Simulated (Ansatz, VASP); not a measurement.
**Ru: VASP beside Ansatz**

```
Ru
1.0
     2.72553    0.00000    0.00000
    -1.36276    2.36038    0.00000
     0.00000    0.00000    4.28515
Ru
2
Direct
  0.33333 0.66667 0.25000
  0.66667 0.33333 0.75000
```

Alike in both runs: functional PBE; k mesh 9 × 9 × 4; occupations gaussian, width 0.1 eV; no spin polarisation.

Ansatz relaxed the structure, and its values are those at the end. VASP's run is a single point on that final structure, the one shown.

```csv
,VASP,Ansatz
version,VASP 6.6.1,Ansatz 0.2.0
potentials or method,"VASP PAW PBE potentials, release 64 (Ru_pv), cutoff 520 eV","scalar-relativistic, plane waves, PAW"
valence electrons in the cell,28,32
```

Ansatz gave:

```
gap on the k mesh at the Fermi level (eV) : none
pressure (GPa)                            : -0.2
```

Which values does VASP return?

gap on the k mesh at the Fermi level (eV): none; pressure (GPa): -0.3.

A gap of «none» marks a metal or a gap that the smearing closes. VASP's potentials hold 28 valence electrons a cell and Ansatz's 32, so a difference there can come from the potentials and not from the codes.

The k mesh is coarse, so the values compare programs but aren't converged.
